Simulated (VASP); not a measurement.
Input of a VASP 6.6.1 run:

INCAR

```
  ALGO = Normal
  EDIFF = 1E-6
  ENCUT = 520
  GGA = PE
  ISIF = 2
  ISMEAR = -1
  LASPH = T
  LCHARG = T
  LELF = T
  LREAL = F
  LVHAR = T
  LWAVE = F
  NBANDS = 11
  NELM = 100
  PREC = Accurate
  SIGMA = 0.05
```

File KPOINTS:

```
k-points
0
Gamma
  13 13 13
```

Contents of POSCAR:

```
C
1.0
    1.2337831955      0.7138194998      4.2927640150
   -1.2326480320      0.7138195804      4.2923475037
    0.0005676516     -1.4221729871      4.2913978703
C
2
Direct
    0.1666629639      0.1666630197      0.1666630953
    0.8333370361      0.8333369803      0.8333369047
```

Potentials or basis: VASP PAW PBE potentials, release 64 (C).

The run is started by

```console
$ cat potpaw_PBE.64/C/POTCAR > POTCAR
$ mpirun -np 1 vasp_std > vasp.out
```

(1) Estimate the pressure.

Results:

(1) 0.4 GPa.

Caveat: this functional lacks dispersion, which binds the layers, so the pressure and a relaxed spacing across them are unreliable.
